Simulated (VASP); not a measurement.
C: single point with PBE+D3(BJ)

The system is C.

```
C
1.0
     5.91111    0.12838   -0.25962
     0.12838    5.84827   -0.19132
    -0.25962   -0.19132    6.05548
C
22
Direct
  0.81140 0.50646 0.05245
  0.04043 0.68298 0.39626
  0.01160 0.78651 0.65095
  0.31881 0.43580 0.18084
  0.44222 0.21204 0.23263
  0.82874 0.22807 0.05571
  0.26284 0.37724 0.55477
  0.41359 0.66365 0.36635
  0.83381 0.68057 0.29070
  0.28024 0.07482 0.32416
  0.33923 0.48798 0.94406
  0.07932 0.01066 0.75331
  0.79453 0.70389 0.66276
  0.23220 0.50601 0.37171
  0.23867 0.16981 0.60948
  0.79757 0.57537 0.84933
  0.90544 0.08033 0.90020
  0.24869 0.81844 0.31187
  0.64691 0.69841 0.43507
  0.70119 0.89601 0.26786
  0.65766 0.12314 0.20006
  0.31185 0.52029 0.73313
```

```
Program                : VASP 6.6.1
Task                   : single point
Functional             : PBE
Dispersion             : D3(BJ)
Potentials or basis    : VASP PAW PBE potentials, release 64 (C)
Cutoff                 : 520 eV
k mesh                 : 1 × 1 × 1, shifted
Occupations            : fermi-dirac, width 0.2327 eV
Spin                   : no spin polarisation
Dipole correction      : no
Further INCAR settings : LREAL = Auto; ALGO = Normal; EDIFF = 1e-06; NBANDS = 61; ISYM = -1
```

| Item | Value |
| --- | --- |
| Pressure | 3.2 GPa |
| Largest force | 9.652 eV/Å |
| Dispersion energy per atom | -0.139 eV |

Forces on the atoms (eV/Å):
```
C    0.744 -1.722  0.862
C    8.469  3.692  2.157
C    2.711  1.806 -3.434
C    4.573 -3.280 -7.489
C   -2.089 -0.131  0.009
C   -1.861  1.111  0.775
C    0.294  1.240  2.645
C    1.582  0.128 -0.488
C   -4.944 -1.048 -8.223
C   -1.056 -4.080  2.583
C   -1.609  0.324  1.247
C   -1.920  0.483 -1.587
C   -2.579 -2.524  4.191
C   -3.693 -0.986  2.177
C   -2.761 -7.114 -2.989
C   -1.135  2.412 -1.611
C    3.376  0.628 -0.800
C   -1.499  7.831  0.260
C    0.302  2.123  0.744
C    0.663  0.079  1.532
C    2.077 -2.126 -0.630
C    0.353  1.155  8.069
```

Stress tensor (GPa, compression positive):
```
 8.99 -4.48  0.15
-4.48  5.06  7.72
 0.15  7.72 -4.42
```

Run time: 70 s on 1 thread of Intel Xeon 8259CL (shared host), peak memory 0.3 GiB.

Caveat: the atoms stand as in a frame of molecular dynamics.
